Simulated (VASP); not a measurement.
Write the native input for VASP 6.6.1 that does the following.

- Task: single point
- Functional: PBE
- Potentials or basis: VASP PAW PBE potentials, release 64 (Sn_d)
- Cutoff: 520 eV
- k mesh: 9 × 9 × 9
- Occupations: gaussian, width 0.016 eV
- Spin: no spin polarisation
- Dipole correction: no
- Further INCAR settings: ALGO = Normal; EDIFF = 1e-06; NBANDS = 21

The structure of Sn lies in POSCAR:

```
Sn
1.0
   -2.9401404553      2.9401404553      1.5993019889
    2.9401404553     -2.9401404553      1.5993019889
    2.9401404553      2.9401404553     -1.5993019889
Sn
2
Direct
    0.0000000000      0.0000000000      0.0000000000
    0.7500000000      0.2500000000      0.5000000000
```

The input as run:

INCAR

```
SYSTEM = Sn
PREC     = Accurate       ! precision mode
ENCUT    = 520            ! plane-wave cutoff, eV
EDIFF    = 1E-6           ! SCF threshold, eV
ISMEAR   = 0              ! smearing method
SIGMA    = 0.016          ! smearing width, eV
LREAL    = .False.        ! projectors in reciprocal space
LASPH    = .True.         ! aspherical terms in the spheres
NELM     = 60             ! most SCF steps
ALGO     = Normal         ! electronic algorithm
ISIF     = 2              ! what is computed and relaxed
LWAVE    = .False.        ! write WAVECAR
LCHARG   = .False.        ! write CHGCAR
GGA      = PE             ! functional
NBANDS   = 21             ! bands
```

KPOINTS

```
regular mesh
0
Gamma
  9 9 9
  0 0 0
```

Potentials or basis: VASP PAW PBE potentials, release 64 (Sn_d).

The run is started by

```sh
$ cat potpaw_PBE.64/Sn_d/POTCAR > POTCAR
$ mpirun -np 1 vasp_std > vasp.out
```

It gave:

```json
{"Pressure": "1.4 GPa", "Band gap on the k mesh": "zero (bands 14 and 15 overlap by 3.97 eV)"}
```

Caveat: spin-orbit coupling is left out, which moves the levels of the heavy elements.

Run time: 55 s on 1 thread of Intel(R) Xeon(R) Platinum 8488C (Sapphire Rapids) (shared host), peak memory 0.23 GiB.
